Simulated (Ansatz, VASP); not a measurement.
# ZrN in VASP and in Ansatz

Contents of INCAR:

```
PREC     = Accurate       # precision mode
ENCUT    = 520            # plane-wave cutoff, eV
EDIFF    = 1E-8           # SCF threshold, eV
ISMEAR   = -1             # smearing method
SIGMA    = 0.03           # smearing width, eV
LREAL    = F              # projectors in reciprocal space
LASPH    = T              # aspherical terms in the spheres
NELM     = 120            # most SCF steps
ALGO     = Normal         # electronic algorithm
ISIF     = 2              # what is computed and relaxed
LWAVE    = F              # write WAVECAR
LCHARG   = F              # write CHGCAR
GGA      = CA             # functional
LEFG     = T            
NBANDS   = 16             # bands
GGA_COMPAT= F
```

KPOINTS

```
Automatic mesh
0
Gamma
  9 9 9
```

Contents of POSCAR:

```
ZrN
1.0
    0.0000000000      2.2765903777      2.2765903777
    2.2765903777      0.0000000000      2.2765903777
    2.2765903777      2.2765903777      0.0000000000
Zr N
1 1
Direct
    0.0000000000      0.0000000000      0.0000000000
    0.5000000000      0.5000000000      0.5000000000
```

Input for Ansatz:

```yaml
crystal:
  lattice:
    - [0.0, 2.2765903777, 2.2765903777]
    - [2.2765903777, 0.0, 2.2765903777]
    - [2.2765903777, 2.2765903777, 0.0]
  atoms:
    - { symbol: Zr, position: [0.0, 0.0, 0.0] }
    - { symbol: "N", position: [0.5, 0.5, 0.5] }
kpoints:
  mp_grid: { grid: [9, 9, 9] }
scf:
  occupations: { method: fermi_dirac, width: 0.03 }
hamiltonian:
  xc: lda
  pseudopotentials: { kind: paw }
output:
  forces: true
  stress: true
  eigenvalues: true
  efg: { contact_densities: true }
```

Change from the starting cell: volume scaled by 0.99, PAW files.

Alike in both runs: task electric field gradients; functional LDA; k mesh 9 × 9 × 9; occupations fermi-dirac, width 0.03 eV; no spin polarisation.

```csv
,VASP,Ansatz
version,VASP 6.6.1,Ansatz 0.2.0
potentials or method,"VASP PAW LDA potentials, release 64 (Zr_sv, N)","PAW with Ansatz's default frozen-core files, scalar-relativistic"
plane-wave cutoff (eV),520,420
valence electrons in the cell,17,17
```

Ansatz gave:

* pressure (GPa): -5.2

Problem. Estimate VASP's values.

Solution. Pressure (GPa): -4.4.

LDA's correlation is that of Perdew and Zunger in VASP and of Perdew and Wang (1992) in Ansatz.
